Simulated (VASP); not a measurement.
The system is GaN.

```
Ga N
1.0
     3.21832    0.00000    0.00000
    -1.60916    2.78715    0.00000
     0.00000    0.00000    5.24325
Ga N
2 2
Direct
  0.33333 0.66667 0.99915
  0.66667 0.33333 0.49915
  0.33333 0.66667 0.37585
  0.66667 0.33333 0.87585
```

```yaml
Program: VASP 6.6.1
Task: relaxation of cell and atoms
Functional: PBEsol
Potentials_or_basis: VASP PAW PBE potentials, release 64 (Ga_d, N)
Cutoff: 600 eV
k_mesh: 12 × 12 × 4
Occupations: fermi-dirac, width 0.02 eV
Spin: no spin polarisation
```

At the start: pressure -6.2 GPa; volume 11.76 Å³/atom.

Task: Where does the relaxation end?

Result: Over 11 steps the energy falls by 8.2 meV/atom and the volume is 11.35 Å³/atom (-3.5 %); space group P6_3mc (No. 186, to 0.1 Å) before and after.

The path:
```csv
step,energy change (eV),largest force (eV/Å),pressure (GPa),volume (Å³)
1,0.0000,0.0014,-6.22,47.03
2,-0.0060,0.0154,6.27,43.99
3,-0.0328,0.0066,-0.05,45.40
4,-0.0328,0.0069,0.11,45.37
5,-0.0328,0.0017,-0.09,45.41
6,-0.0328,0.0033,0.09,45.39
7,-0.0328,0.0004,-0.12,45.40
8,-0.0328,0.0037,0.10,45.40
9,-0.0328,0.0007,-0.09,45.40
10,-0.0328,0.0028,-0.06,45.40
11,-0.0328,0.0045,-0.01,45.40
```

Final structure:
```cif
data_structure
_symmetry_space_group_name_H-M 'P 1'
_symmetry_Int_Tables_number 1
_cell_length_a 3.1806
_cell_length_b 3.1806
_cell_length_c 5.1818
_cell_angle_alpha 90.000
_cell_angle_beta 90.000
_cell_angle_gamma 120.000
_cell_volume 45.40
loop_
_atom_site_label
_atom_site_type_symbol
_atom_site_fract_x
_atom_site_fract_y
_atom_site_fract_z
_atom_site_occupancy
Ga1 Ga 0.33333 0.66667 0.99918 1
Ga2 Ga 0.66667 0.33333 0.49918 1
N1 N 0.33333 0.66667 0.37582 1
N2 N 0.66667 0.33333 0.87582 1
```

Caveat: the PAW data sets were made with another functional, which shifts forces and pressure a little.
